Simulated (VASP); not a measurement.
Wanted: the native input for a VASP 6.6.1 run.

```yaml
Task: single point
Functional: PBE
Potentials_or_basis: VASP PAW PBE potentials, release 64 (Y_sv, Li_sv)
Cutoff: 520 eV
k_mesh: 6 × 6 × 6
Occupations: fermi-dirac, width 0.05 eV
Spin: no spin polarisation
Dipole_correction: no
Further_INCAR_settings: ALGO = Normal; EDIFF = 1e-06; NBANDS = 26
```

The structure of LiY3 lies in POSCAR:

```
LiY3
1.0
    4.9197070000      0.0000000000      0.0000000000
    0.0000000000      4.9197070000      0.0000000000
    0.0000000000      0.0000000000      4.9197070000
Y Li
3 1
Direct
    0.0000000000      0.5000000000      0.5000000000
    0.5000000000      0.0000000000      0.5000000000
    0.5000000000      0.5000000000      0.0000000000
    0.0000000000      0.0000000000      0.0000000000
```

The input as run:

INCAR

```
PREC = Accurate ; ENCUT = 520
EDIFF = 1E-6 ; ISMEAR = -1
SIGMA = 0.05 ; LREAL = False
LASPH = True ; NELM = 80
ALGO = Normal ; ISIF = 2
LWAVE = False ; LCHARG = False
GGA = PE ; NBANDS = 26
```

KPOINTS

```
regular mesh
0
Gamma
  6 6 6
```

Potentials or basis: VASP PAW PBE potentials, release 64 (Y_sv, Li_sv).

Command:

```bash
$ cat potpaw_PBE.64/Y_sv/POTCAR potpaw_PBE.64/Li_sv/POTCAR > POTCAR
$ mpirun -np 1 vasp_std > vasp.out
```

It gave:

| Item | Value |
| --- | --- |
| Band gap on the k mesh | zero (band 18 reaches 3.03 eV, above the bottom of band 19 at 2.22 eV) |

Run time: 62 s on 1 thread of Intel Xeon 6975P-C (shared host), peak memory 0.27 GiB.
